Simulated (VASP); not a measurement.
# Be3Zn2Se5 in VASP: notebook, part 2 of 2

VASP 6.6.1. The steps go on from the part before.

**3. Single point, PBE**

INCAR reads:

```
SYSTEM = Be3Zn2Se5
PREC = Accurate
ENCUT = 520
EDIFF = 1E-6
ISMEAR = 0
SIGMA = 0.1
LREAL = .FALSE.
LASPH = .TRUE.
NELM = 100
ALGO = Normal
ISIF = 2
LWAVE = .FALSE.
LCHARG = .TRUE.
GGA = PE
LELF = .TRUE.
LVHAR = .TRUE.
NBANDS = 41
```

KPOINTS reads:

```
regular mesh
0
G
  4 4 4
  0 0 0
```

POSCAR reads:

```
Be3Zn2Se5
1.0
   -3.8205209636      0.0000291291     -0.0001018650
   -0.0000666770      0.0002718851      5.3731923246
    1.9099183255      9.5876813886     -2.6862077280
Be Zn Se
3 2 5
Direct
    0.5926083782      0.5905670385      0.1852362877
    0.0000655758      0.9941022323     -0.0000045305
    0.4074375100      0.4053060386      0.8147587941
    0.8044216218      0.8044571151      0.6086573504
    0.1954398534      0.1957988610      0.3913301512
    0.6915996582      0.4722637745      0.3835125049
    0.9085064504      0.6404158204      0.8168818054
    0.0915486377      0.8235584241      0.1831264715
    0.3083134650      0.0887460512      0.6164908770
    0.5000588495      0.2347856443      0.0000102883
```

Potentials or basis: VASP PAW PBE potentials, release 64 (Be, Zn, Se).

Run with:

```bash
> cat potpaw_PBE.64/Be/POTCAR potpaw_PBE.64/Zn/POTCAR potpaw_PBE.64/Se/POTCAR > POTCAR
> mpirun -np 1 vasp_std > vasp.out
```

OUTCAR:

```text
SYSTEM = Be3Zn2Se5
   PREC = Accurate
   ENCUT = 520
   EDIFF = 1E-6
   ISMEAR = 0
   LREAL = .FALSE.
   LASPH = .TRUE.
   NELM = 100
   ISIF = 2
   GGA = PE

 ion  position               nearest neighbor table
   1  0.593  0.591  0.185-   6 2.23  10 2.27   8 2.29   8 2.29
   2  0.000  0.994  1.000-   8 2.25   7 2.25  10 2.31  10 2.31
   3  0.407  0.405  0.815-   9 2.23  10 2.27   7 2.29   7 2.29
   4  0.804  0.804  0.609-   9 2.43   9 2.43   6 2.46   7 2.46
   5  0.195  0.196  0.391-   6 2.43   6 2.43   9 2.46   8 2.46
   6  0.692  0.472  0.384-   1 2.23   5 2.43   5 2.43   4 2.46
   7  0.909  0.640  0.817-   2 2.25   3 2.29   3 2.29   4 2.46
   8  0.092  0.824  0.183-   2 2.25   1 2.29   1 2.29   5 2.46
   9  0.308  0.089  0.616-   3 2.23   4 2.43   4 2.43   5 2.46
  10  0.500  0.235  0.000-   3 2.27   1 2.27   2 2.31   2 2.31

  LATTYP: Found a triclinic cell.
 ALAT       =    10.1388494180
 B/A-ratio  =     0.5299607589
 C/A-ratio  =     0.3768199731
 COS(alpha) =     0.0000142530
 COS(beta)  =     0.1883695189
 COS(gamma) =     0.2650642036

  Lattice vectors:

 A1 = (   1.9098516485,   9.5879532737,   2.6869845966)
 A2 = (  -0.0000666770,   0.0002718851,   5.3731923246)
 A3 = (   3.8205209636,  -0.0000291291,   0.0001018650)

Analysis of symmetry for initial positions (statically):
=====================================================================
 Subroutine PRICEL returns:
 Original cell was already a primitive cell.

 Routine SETGRP: Setting up the symmetry group for a
 triclinic supercell.

 Subroutine GETGRP returns: Found  1 space group operations
 (whereof  1 operations were pure point group operations)
 out of a pool of  2 trial point group operations.

The static configuration has the point symmetry C_1 .

Analysis of symmetry for dynamics (positions and initial velocities):
[... 152 lines left out ...]
   GGA     = PE    functional components
   LHFCALC =     F    Hartree Fock is set to
   AEXX    =    0.0000 exact exchange contribution
   IVDW    =     0    specifies the selected vdW correction
   LEPSILON=     F    determine dielectric tensor
   LRPA    =     F    only Hartree local field effects (RPA)
 non-spin polarized calculation
 Gauss-broadening in eV      SIGMA  =   0.10
  energy-cutoff  :      520.00
  volume of cell :      196.82
 maximum number of plane-waves:      5328
   NGX = 15   NGY = 19   NGZ = 37

 number of electron      60.0000031 magnetization

 Free energy of the ion-electron system (eV)
  ---------------------------------------------------
  ext. energy  EPLUGINS =         0.00000000
  ---------------------------------------------------
  free energy    TOTEN  =       -38.32164889 eV

  energy without entropy =      -38.32164889  energy(sigma->0) =      -38.32164889

 E-fermi :   3.0464     XC(G=0):  -9.3198

 val. band max:        2.5855077908   @ k =   0.0000   0.0000   0.5000
 cond. band min:       4.9602280952   @ k =   0.0000   0.0000   0.5000
 fundamental gap:      2.3747203045
 Fermi energy:         3.0463910674

 k-point     1 :       0.0000    0.0000    0.0000
  band No.  band energies     occupation
      1     -11.0471      2.00000
      2     -10.3274      2.00000
      3     -10.2535      2.00000
      4      -9.6146      2.00000
      5      -9.6030      2.00000
      6      -3.9969      2.00000
[... 1045 lines left out ...]
     40       9.2017      0.00000
     41       9.2570      0.00000

 [... further k-points ...]

------------------------ aborting loop because EDIFF is reached ----------------------------------------

  FORCE on cell =-STRESS in cart. coord.  units (eV):
  Direction    XX          YY          ZZ          XY          YZ          ZX
  --------------------------------------------------------------------------------------
  -------------------------------------------------------------------------------------
  Total        0.2609600      0.2861532      0.2561879      0.0009212     -0.0052943      0.0000844
  in kB        2.1242674      2.3293447      2.0854217      0.0074988     -0.0430967      0.0006873
  external PRESSURE =       2.1796779 kB  Pullay stress =       0.0000000 kB

 VOLUME and BASIS-vectors are now :
 -----------------------------------------------------------------------------
  energy-cutoff  :      520.00
  volume of cell :      196.82
      direct lattice vectors                 reciprocal lattice vectors
    -3.820520964  0.000029129 -0.000101865    -0.261744011  0.052139183 -0.000005886
    -0.000066677  0.000271885  5.373192325    -0.000004565  0.052142882  0.186106464
     1.909918326  9.587681389 -2.686207728     0.000000795  0.104298867 -0.000005278

 POSITION                                       TOTAL-FORCE (eV/Angst)
 -----------------------------------------------------------------------------------
     -1.91033      1.77616      2.67559         0.000040     -0.000931      0.001780
      1.90959      9.58791      2.65531         0.000457      0.000094      0.000549
     -0.00053      7.81177     -0.01087         0.000109      0.001260      0.002022
     -1.91088      5.83585      2.68744         0.000902      0.002894     -0.000463
      0.00071      3.75201      0.00085        -0.001752     -0.002536     -0.002745
     -1.90982      3.67714      1.50730         0.000140     -0.009221      0.011302
     -1.91083      7.83220      1.24667         0.000213      0.011049     -0.009569
     -0.00006      1.75598      3.93321        -0.000072     -0.011344     -0.009966
     -0.00048      5.91075     -1.17920        -0.000142      0.009185      0.011416
     -1.91048      0.00018      1.26147         0.000106     -0.000450     -0.004326
 -----------------------------------------------------------------------------------
    total drift:                               -0.000016     -0.000025      0.000244

  FREE ENERGIE OF THE ION-ELECTRON SYSTEM (eV)
  ---------------------------------------------------
  free  energy   TOTEN  =       -38.3216488852 eV

  energy  without entropy=      -38.3216488852  energy(sigma->0) =      -38.32164889
```

OSZICAR:

```text
N       E                     dE             d eps       ncg     rms          rms(c)
DAV:   1     0.417987222853E+03    0.41799E+03   -0.25415E+04  2952   0.144E+03
DAV:   2     0.163599878718E+02   -0.40163E+03   -0.37991E+03  3033   0.328E+02
DAV:   3    -0.374838561985E+02   -0.53844E+02   -0.52584E+02  3555   0.121E+02
DAV:   4    -0.394262909853E+02   -0.19424E+01   -0.19349E+01  3728   0.230E+01
DAV:   5    -0.394483412897E+02   -0.22050E-01   -0.22037E-01  3656   0.245E+00    0.868E+00
DAV:   6    -0.384090185599E+02    0.10393E+01   -0.19452E+00  4288   0.378E+01    0.637E+00
DAV:   7    -0.383147347294E+02    0.94284E-01   -0.18216E+00  3656   0.616E+00    0.224E+00
DAV:   8    -0.383192975314E+02   -0.45628E-02   -0.11852E-01  3758   0.301E+00    0.760E-01
DAV:   9    -0.383213475684E+02   -0.20500E-02   -0.23809E-02  4080   0.171E+00    0.207E-01
DAV:  10    -0.383211841262E+02    0.16344E-03   -0.30081E-03  3910   0.725E-01    0.130E-01
DAV:  11    -0.383216047037E+02   -0.42058E-03   -0.14504E-03  3616   0.199E-01    0.367E-02
DAV:  12    -0.383216166270E+02   -0.11923E-04   -0.16047E-04  3590   0.143E-01    0.289E-02
DAV:  13    -0.383216358122E+02   -0.19185E-04   -0.43295E-05  3856   0.737E-02    0.135E-02
DAV:  14    -0.383216494354E+02   -0.13623E-04   -0.27887E-05  3296   0.412E-02    0.887E-03
DAV:  15    -0.383216488852E+02    0.55020E-06   -0.33814E-06  3592   0.225E-02
   1 F= -.38321649E+02 E0= -.38321649E+02  d E =-.992291E-12
```

stdout:

```text
POSCAR found type information on POSCAR BeZnSe
 POSCAR found :  3 types and      10 ions
 scaLAPACK will be used
 -----------------------------------------------------------------------------
|                                                                             |
|           W    W    AA    RRRRR   N    N  II  N    N   GGGG   !!!           |
|           W    W   A  A   R    R  NN   N  II  NN   N  G    G  !!!           |
[... 18 lines left out ...]
 -----------------------------------------------------------------------------

 LDA part: xc-table for (Slater+PW92), standard interpolation
 POSCAR, INCAR and KPOINTS ok, starting setup
 FFT: planning ... GRIDC
 FFT: planning ... GRID_SOFT
 FFT: planning ... GRID
 WAVECAR not read
 entering main loop
```

Wall time 5.6 min (1 thread of Intel Xeon Platinum 8488C (Sapphire Rapids), shared host); peak memory 0.42 GiB.

What came out:

- Free energy: -38.3216 eV
- Pressure: 0.2 GPa
- Largest force: 0.015 eV/Å
- Band gap on the k mesh: 2.37 eV

Forces in eV/Å, atoms in the order of the input:
```
Be   0.000 -0.001  0.002
Be   0.000  0.000  0.001
Be   0.000  0.001  0.002
Zn   0.001  0.003  0.000
Zn  -0.002 -0.003 -0.003
Se   0.000 -0.009  0.011
Se   0.000  0.011 -0.010
Se   0.000 -0.011 -0.010
Se   0.000  0.009  0.011
Se   0.000  0.000 -0.004
```

Levels at points of the mesh, in eV from the valence-band top:
| k point | band 26 | band 27 | band 28 | band 29 | band 30 | band 31 | band 32 | band 33 | band 34 | band 35 |
| --- | --- | --- | --- | --- | --- | --- | --- | --- | --- | --- |
| (0.00, 0.00, 0.00) | -0.94 | -0.75 | -0.26 | -0.23 | -0.02 | 2.41 | 2.95 | 3.57 | 4.21 | 4.25 |
| (0.50, 0.00, 0.00) | -2.47 | -2.41 | -2.21 | -1.56 | -1.39 | 2.60 | 3.38 | 3.46 | 3.58 | 3.97 |
| (0.50, 0.00, 0.50) | -2.47 | -2.41 | -2.21 | -1.56 | -1.39 | 2.60 | 3.38 | 3.46 | 3.58 | 3.97 |
| (0.00, 0.50, 0.00) | -1.46 | -1.15 | -1.00 | -0.78 | -0.74 | 3.13 | 3.35 | 3.83 | 3.96 | 4.08 |
| (0.00, 0.50, 0.50) | -1.46 | -1.15 | -1.00 | -0.78 | -0.74 | 3.13 | 3.35 | 3.83 | 3.96 | 4.08 |
| (0.50, 0.50, 0.00) | -2.33 | -1.66 | -1.47 | -1.13 | -1.11 | 2.97 | 3.98 | 4.59 | 5.18 | 5.40 |
| (0.00, 0.00, 0.50) | -1.35 | -0.93 | -0.91 | -0.55 | 0.00 | 2.37 | 3.40 | 3.46 | 3.82 | 4.01 |
| (0.50, 0.50, 0.50) | -2.33 | -1.66 | -1.47 | -1.13 | -1.11 | 2.97 | 3.98 | 4.59 | 5.18 | 5.40 |

A k mesh can miss the band edges.

**4. Single point, PBE**

This run uses another cell than the first one, of the same volume but with other edges.

INCAR reads:

```
  PREC = Accurate
  ENCUT = 520
  EDIFF = 1E-6
  ISMEAR = 0
  SIGMA = 0.1
  LREAL = False
  LASPH = True
  NELM = 60
  ALGO = Normal
  ISIF = 2
  LWAVE = False
  LCHARG = False
  GGA = PE
  NBANDS = 41
```

KPOINTS reads:

```
Automatic mesh
0
Gamma
  6 6 6
```

POSCAR reads:

```
Be3Zn2Se5
1.0
   -1.9031109000      9.5900176000      2.6942489000
    1.9031109000     -9.5900176000      2.6942489000
    1.9031109000      9.5900176000     -2.6942489000
Be Zn Se
3 2 5
Direct
    0.5901845000      0.9975710000      0.5926135000
    0.9936200000      0.9936200000      0.0000000000
    0.4049575000      0.9975710000      0.4073865000
    0.8044875000      0.0000940000      0.8043935000
    0.1957005000      0.0000940000      0.1956065000
    0.4726255000      0.7808390000      0.6917865000
    0.6406895000      0.7322420000      0.9084475000
    0.8237945000      0.7322420000      0.0915525000
    0.0890525000      0.7808390000      0.3082135000
    0.2348890000      0.7348890000      0.5000000000
```

Run with:

```bash
> cat potpaw_PBE.64/Be/POTCAR potpaw_PBE.64/Zn/POTCAR potpaw_PBE.64/Se/POTCAR > POTCAR
> mpirun -np 1 vasp_std > vasp.out
```

Run time: 32 min. Hardware: 1 thread of Intel Xeon Platinum 8488C (Sapphire Rapids), shared host; peak memory 1.1 GiB.

It converged, with:

| Quantity | Value |
| --- | --- |
| Free energy | -38.3669 eV |
| Pressure | 0.2 GPa |
| Largest force | 0.011 eV/Å |
| Band gap on the k mesh | 2.37 eV |

Forces in eV/Å, atoms in the order of the input:
```
Be   0.000 -0.003  0.002
Be   0.000  0.000  0.005
Be   0.000  0.003  0.002
Zn   0.000  0.001 -0.006
Zn   0.000 -0.001 -0.006
Se   0.000 -0.006  0.009
Se   0.000  0.006 -0.007
Se   0.000 -0.006 -0.007
Se   0.000  0.006  0.009
Se   0.000  0.000 -0.002
```

Levels at points of the mesh, in eV from the valence-band top:
```
           k point  band 27  band 28  band 29  band 30  band 31  band 32  band 33  band 34
(0.00, 0.00, 0.00)    -0.74    -0.29    -0.25    -0.02     2.39     2.97     3.58     4.22
(0.50, 0.00, 0.00)    -1.19    -1.04    -0.78    -0.73     3.12     3.35     3.84     3.96
(0.00, 0.50, 0.00)    -1.70    -1.50    -1.15    -1.15     2.94     3.94     4.54     5.15
(0.50, 0.50, 0.00)    -2.45    -2.24    -1.58    -1.41     2.57     3.35     3.42     3.55
(0.50, 0.50, 0.50)    -0.96    -0.94    -0.55     0.00     2.37     3.41     3.45     3.83
```

**5. Single point, PBE**

This run uses another cell than the first one, of the same volume but with other edges.

INCAR reads:

```
PREC = Accurate
ENCUT = 520
EDIFF = 1E-7
ISMEAR = 0
SIGMA = 0.02
LREAL = F
LASPH = T
NELM = 60
ALGO = Normal
ISIF = 2
LWAVE = F
LCHARG = F
GGA = PE
NBANDS = 41
KPAR = 4
```

KPOINTS reads:

```
Automatic mesh
0
Gamma
  10 10 10
```

POSCAR is that of step 4.

Run with:

```bash
> cat potpaw_PBE.64/Be/POTCAR potpaw_PBE.64/Zn/POTCAR potpaw_PBE.64/Se/POTCAR > POTCAR
> mpirun -np 4 vasp_std > vasp.out
```

Wall time 38 min (4 MPI ranks of AMD EPYC 7R13 (Zen 3), shared host); peak memory 1.8 GiB.

It converged, with:

* Free energy: -38.3707 eV
* Pressure: 0.2 GPa
* Largest force: 0.011 eV/Å
* Band gap on the k mesh: 2.37 eV

Forces on the atoms (eV/Å):
```
Be   0.000 -0.003  0.001
Be   0.000  0.000  0.004
Be   0.000  0.003  0.001
Zn   0.000  0.002 -0.006
Zn   0.000 -0.002 -0.006
Se   0.000 -0.006  0.009
Se   0.000  0.006 -0.006
Se   0.000 -0.006 -0.006
Se   0.000  0.006  0.009
Se   0.000  0.000 -0.001
```

Levels at points of the mesh, in eV from the valence-band top:
```tsv
k point	band 28	band 29	band 30	band 31	band 32	band 33
(0.00, 0.00, 0.00)	-0.29	-0.25	-0.02	2.39	2.98	3.58
(0.50, 0.00, 0.00)	-1.04	-0.78	-0.73	3.12	3.35	3.84
(0.00, 0.50, 0.00)	-1.50	-1.15	-1.15	2.94	3.94	4.54
(0.50, 0.50, 0.00)	-2.24	-1.58	-1.40	2.57	3.35	3.43
(0.50, 0.50, 0.50)	-0.94	-0.55	0.00	2.37	3.41	3.45
```

A k mesh can miss the band edges.

**6. Summary**

| cell | k mesh | smearing | gap on the mesh (eV) | pressure (GPa) | largest force (eV/Å) |
| --- | --- | --- | --- | --- | --- |
| a = 3.806, b = 5.388, c = 10.141 Å, angles 105.4, 100.8, 90.0°, 10 atoms | 4 × 4 × 4 | gaussian 0.1 eV | 2.36 | 0.3 | 0.02 |
| a = 3.821, b = 5.373, c = 10.138 Å, angles 105.4, 100.9, 90.0°, 10 atoms | 4 × 4 × 4 | gaussian 0.1 eV | 2.37 | 0.2 | 0.02 |
| a = 10.141 Å, angles 158.4, 38.0, 149.2°, 10 atoms | 6 × 6 × 6 | gaussian 0.1 eV | 2.37 | 0.2 | 0.01 |
| a = 10.141 Å, angles 158.4, 38.0, 149.2°, 10 atoms | 10 × 10 × 10 | gaussian 0.02 eV | 2.37 | 0.2 | 0.01 |

Alike in all rows: task single point; level PBE; potentials or basis VASP PAW PBE potentials, release 64 (Be, Zn, Se); no spin polarisation; cutoff (eV) 520.

Caveats: some runs use coarse meshes.

Absolute energies hang on the potentials; compare differences alone.
